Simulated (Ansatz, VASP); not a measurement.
# Two plane-wave programs on TaN

```
Ta N
1.0
     5.18772    0.00000    0.00000
    -2.59386    4.49270    0.00000
     0.00000    0.00000    2.90583
Ta N
3 3
Direct
  0.00000 0.00000 0.00000
  0.33333 0.66667 0.50000
  0.66667 0.33333 0.50000
  0.39289 0.00000 0.00000
  0.60711 0.60711 0.00000
  0.00000 0.39289 0.00000
```

Alike in both runs: functional r2SCAN; dispersion rVV10; k mesh 9 × 9 × 12; occupations gaussian, width 0.1 eV; no spin polarisation.

Ansatz relaxed the structure, and its values are those at the end. VASP's run is a single point on that final structure, the one shown.

|  | VASP | Ansatz |
| --- | --- | --- |
| version | VASP 6.6.1 | Ansatz 0.2.0 |
| potentials or method | VASP PAW PBE potentials, release 64 (Ta_pv, N), cutoff 660 eV | scalar-relativistic, plane waves, PAW |
| valence electrons in the cell | 48 | 54 |

|  | VASP | Ansatz | Ansatz less VASP |
| --- | --- | --- | --- |
| gap on the k mesh at the Fermi level (eV) | none | none | - |
| pressure (GPa) | 2.3 | 0.0 | -2.29 |

VASP's potentials were made for PBE, not for r2SCAN. A gap of «none» marks a metal or a gap that the smearing closes. VASP's potentials hold 48 valence electrons a cell and Ansatz's 54, so a difference there can come from the potentials and not from the codes.

Neither program's run includes spin-orbit coupling.
